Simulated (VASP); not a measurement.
SrB2: single point with PBE

SrB2:

```
Sr B
1.0
     3.30546    0.00000    0.00000
    -1.65273    2.86261    0.00000
     0.00000    0.00000    4.41673
Sr B
1 2
Direct
  0.00000 0.00000 0.00000
  0.33333 0.66667 0.50000
  0.66667 0.33333 0.50000
```

```
Program                 : VASP 6.6.1
Task                    : single point
Functional              : PBE
Potentials or basis     : VASP PAW PBE potentials, release 64 (Sr_sv, B)
Cutoff                  : 520 eV
k mesh                  : 18 × 18 × 10
Occupations             : gaussian, width 0.1 eV
Spin                    : no spin polarisation
Dipole correction       : no
k mesh for the DOS      : 27 × 27 × 15
Occupations for the DOS : tetrahedron
Further INCAR settings  : ALGO = Normal; EDIFF = 1e-06; NBANDS = 15
```

```json
{"Valence electrons inside the program's atomic spheres": "Sr 8.19; B 1.73"}
```

Levels at points of the mesh, in eV from the Fermi level:
| k point | band 4 | band 5 | band 6 | band 7 | band 8 | band 9 | band 10 | band 11 | band 12 | band 13 |
| --- | --- | --- | --- | --- | --- | --- | --- | --- | --- | --- |
| (0.00, 0.00, 0.00) | -16.27 | -10.05 | -1.50 | -0.17 | 0.29 | 0.29 | 5.24 | 5.24 | 5.90 | 6.73 |

It took 4.2 min on 1 thread of Intel(R) Xeon(R) Platinum 8488C (Sapphire Rapids), with other jobs on the host, peak memory 0.48 GiB.
